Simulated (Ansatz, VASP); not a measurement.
**One calculation of Si5Ge2, two programs**

```xyz
7
Lattice="4.6833 0.0000 0.0000 0.0000 4.6833 0.0000 0.0000 0.0000 6.9828" Properties=species:S:1:pos:R:3 pbc="T T T"
Si    2.3417    0.0000    0.0000
Si    0.0000    2.3417    0.0000
Si    2.3417    2.3417    3.4914
Si    0.0000    0.0000    1.1736
Si    0.0000    0.0000    5.8093
Ge    0.0000    0.0000    3.4914
Ge    2.3417    2.3417    0.0000
```

Alike in both runs: functional PBE; k mesh 4 × 4 × 3; occupations gaussian, width 0.2 eV; no spin polarisation.

Ansatz relaxed the structure, and its values are those at the end. VASP's run is a single point on that final structure, the one shown.

|  | VASP | Ansatz |
| --- | --- | --- |
| version | VASP 6.6.1 | Ansatz 0.2.0 |
| potentials or method | VASP PAW PBE potentials, release 64 (Si, Ge_d), cutoff 500 eV | scalar-relativistic, plane waves, PAW |
| valence electrons in the cell | 48 | 48 |

Ansatz gave:

* gap on the k mesh at the Fermi level (eV): none
* pressure (GPa): 0.1
* rms of the force components (eV/Å): 0.012

Problem. Which values does VASP return?

Solution. gap on the k mesh at the Fermi level (eV): none; pressure (GPa): 0.0; rms of the force components (eV/Å): 0.013.

A gap of «none» marks a metal or a gap that the smearing closes.
